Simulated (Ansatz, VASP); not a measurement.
**Two plane-wave programs on Ag**

```
CELL_PARAMETERS angstrom
2.75004 0.00000 0.00000
0.00000 2.75004 0.00000
0.00000 0.00000 2.75004
ATOMIC_POSITIONS crystal
Ag 0.50000 0.50000 0.50000
```

Alike in both runs: functional PBE; k mesh 20 × 20 × 20; occupations gaussian, width 0.1 eV; no spin polarisation.

Ansatz relaxed the structure, and its values are those at the end. VASP's run is a single point on that final structure, the one shown.

|  | VASP | Ansatz |
| --- | --- | --- |
| version | VASP 6.6.1 | Ansatz 0.2.0 |
| potentials or method | VASP PAW PBE potentials, release 64 (Ag), cutoff 520 eV | scalar-relativistic, plane waves, PAW |
| valence electrons in the cell | 11 | 19 |

Ansatz gave:

```
gap on the k mesh at the Fermi level (eV) : none
pressure (GPa)                            : 0.0
```

Q: Estimate VASP's values.

A: gap on the k mesh at the Fermi level (eV): none; pressure (GPa): -0.1.

A gap of «none» marks a metal or a gap that the smearing closes. The functional is the same, so the differences come from potentials, cutoffs and numerics. VASP's potentials hold 11 valence electrons a cell and Ansatz's 19, so a difference there can come from the potentials and not from the codes.
